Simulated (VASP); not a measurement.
Runs of VASP 6.6.1 on AlN. The structure is that of space group P6_3mc (No. 186), or close to it. The cells are those of the table. 

```tsv
cell	gap on the mesh (eV)	pressure (GPa)	largest force (eV/Å)
a = 3.134, b = 3.134, c = 5.014 Å, angles 90.0, 90.0, 120.0°, 4 atoms	4.05	-0.5	0.11
a = 3.092, b = 3.092, c = 4.948 Å, angles 90.0, 90.0, 120.0°, 4 atoms	4.40	7.8	0.15
a = 3.049, b = 3.049, c = 4.879 Å, angles 90.0, 90.0, 120.0°, 4 atoms	4.78	18.0	0.18
a = 3.113, b = 3.113, c = 4.981 Å, angles 90.0, 90.0, 120.0°, 4 atoms	4.22	3.5	0.13
a = 3.071, b = 3.071, c = 4.914 Å, angles 90.0, 90.0, 120.0°, 4 atoms	4.59	(a)	(b)
```

Alike in all rows: task single point; level PBE; potentials or basis VASP PAW PBE potentials, release 64 (Al, N); no spin polarisation; k mesh 7 × 7 × 4; cutoff (eV) 520; smearing gaussian 0.01 eV.

Q: Estimate the missing entries.

A: (a) 12.7; (b) 0.16.

